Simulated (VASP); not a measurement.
Runs of VASP 6.6.1 on LuH3. Symmetry: I4/mmm, No. 139, tetragonal system. Conventional cell: a = 3.348 Å, b = 3.348 Å, c = 5.564 Å, α = 90.00°, β = 90.00°, γ = 90.00°. Within 2.9 Å of Lu (site symmetry 4/mmm) lie 14 H at 2.18 to 2.78 Å. Within 2.9 Å of H (site symmetry -4m2) lie 4 Lu at 2.18 Å and 10 H at 2.18 to 2.78 Å. H (site symmetry 4/mmm) has 8 H at 2.18 Å and 6 Lu at 2.37 to 2.78 Å within 2.9 Å. 

```csv
k mesh,gap on the mesh (eV),pressure (GPa)
3 × 3 × 3,(a),(b)
4 × 4 × 4,0.34,1.9
8 × 8 × 8,0.29,0.9
5 × 5 × 5,0.56,(c)
6 × 6 × 6,0.36,1.1
```

Alike in all rows: task single point; level r2SCAN; potentials or basis VASP PAW PBE potentials, release 64 (Lu, H); no spin polarisation; cell as given; cutoff (eV) 660; smearing methfessel-paxton 0.05 eV.

Q: Fill in the values left out.

A: (a) 0.54; (b) 3.5; (c) 1.2.

Caveats: some runs use coarse meshes; the PAW data sets were made with another functional, which shifts forces and pressure a little; spin-orbit coupling is left out, which moves the levels of the heavy elements; an odd mesh through Γ misses points on the zone boundary, where band edges can lie (at least some runs).

A k mesh can miss the band edges, and the runs leave out spin-orbit coupling on Lu.
